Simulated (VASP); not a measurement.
Crystal: HfO2.

```
CELL_PARAMETERS angstrom
3.75401 0.00000 0.00000
0.00000 3.75401 0.00000
0.00000 0.00000 5.41691
ATOMIC_POSITIONS crystal
O 0.00000 0.50000 0.20100
O 0.00000 0.50000 0.70100
O 0.50000 0.00000 0.29900
O 0.50000 0.00000 0.79900
Hf 0.00000 0.00000 0.00000
Hf 0.50000 0.50000 0.50000
```

- Program: VASP 6.6.1
- Task: relaxation of cell and atoms
- Functional: PBE
- Potentials or basis: VASP PAW PBE potentials, release 64 (O, Hf_pv)
- Cutoff: 600 eV
- k mesh: 7 × 7 × 5
- Occupations: fermi-dirac, width 0.1 eV
- Spin: no spin polarisation

At the start: pressure -24.8 GPa; volume 12.72 Å³/atom.

Task: How do energy, volume and symmetry change on relaxing?

Result: Over 10 steps the energy falls by 140.5 meV/atom and the volume is 11.19 Å³/atom (-12.1 %); space group P4_2/nmc (No. 137, to 0.05 Å).

The path:
| step | energy change (eV) | largest force (eV/Å) | pressure (GPa) | volume (Å³) |
| --- | --- | --- | --- | --- |
| 1 | 0.0000 | 0.6325 | -24.79 | 76.34 |
| 2 | 0.9087 | 1.2095 | 61.05 | 56.58 |
| 3 | -0.8391 | 0.0995 | -1.34 | 67.31 |
| 4 | -0.8407 | 0.0750 | -0.30 | 67.01 |
| 5 | -0.8407 | 0.0606 | 0.39 | 66.83 |
| 6 | -0.8415 | 0.0590 | -0.33 | 67.06 |
| 7 | -0.8415 | 0.0588 | -0.32 | 67.06 |
| 8 | -0.8421 | 0.0357 | -0.04 | 67.04 |
| 9 | -0.8424 | 0.0151 | 0.21 | 67.01 |
| 10 | -0.8430 | 0.0118 | 0.07 | 67.11 |

Final structure:
```cif
data_structure
_symmetry_space_group_name_H-M 'P 1'
_symmetry_Int_Tables_number 1
_cell_length_a 3.5875
_cell_length_b 3.5875
_cell_length_c 5.2146
_cell_angle_alpha 90.000
_cell_angle_beta 90.000
_cell_angle_gamma 90.000
_cell_volume 67.11
loop_
_atom_site_label
_atom_site_type_symbol
_atom_site_fract_x
_atom_site_fract_y
_atom_site_fract_z
_atom_site_occupancy
O1 O 0.00000 0.50000 0.19620 1
O2 O 0.00000 0.50000 0.69620 1
O3 O 0.50000 0.00000 0.30380 1
O4 O 0.50000 0.00000 0.80380 1
Hf1 Hf 0.00000 0.00000 0.00000 1
Hf2 Hf 0.50000 0.50000 0.50000 1
```
